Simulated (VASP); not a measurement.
Runs of VASP 6.6.1 on B. The structure is that of space group P-4m2 (No. 115), or close to it. The cells are those of the table. 

```tsv
task	cell	k mesh	cutoff (eV)	gap on the mesh (eV)	pressure (GPa)	relaxed volume (Å³/atom)	largest force (eV/Å)
single point	a = 3.322, b = 3.322, c = 4.285 Å, 5 atoms	4 × 4 × 6	520	none	0.0	-	0.02
relaxation of cell and atoms	relaxed from a = 3.309, b = 3.309, c = 4.305 Å, 5 atoms	12 × 12 × 10	600	none	0.1	(a)	-
relaxation of cell and atoms	relaxed from a = 3.763, b = 3.763, c = 3.495 Å, 5 atoms	4 × 4 × 6	600	none	0.0	9.46	0.01
single point	a = 3.312, b = 3.312, c = 4.298 Å, 5 atoms	12 × 12 × 10	520	none	0.0	-	0.01
```

Alike in all rows: level PBE; potentials or basis VASP PAW PBE potentials, release 64 (B); no spin polarisation; smearing gaussian 0.1 eV.

**Question.** Fill in the values left out.

**Answer.** (a) 9.42.

Caveats: some runs use coarse meshes.

A gap of «none» marks levels without a gap at the run's occupations.
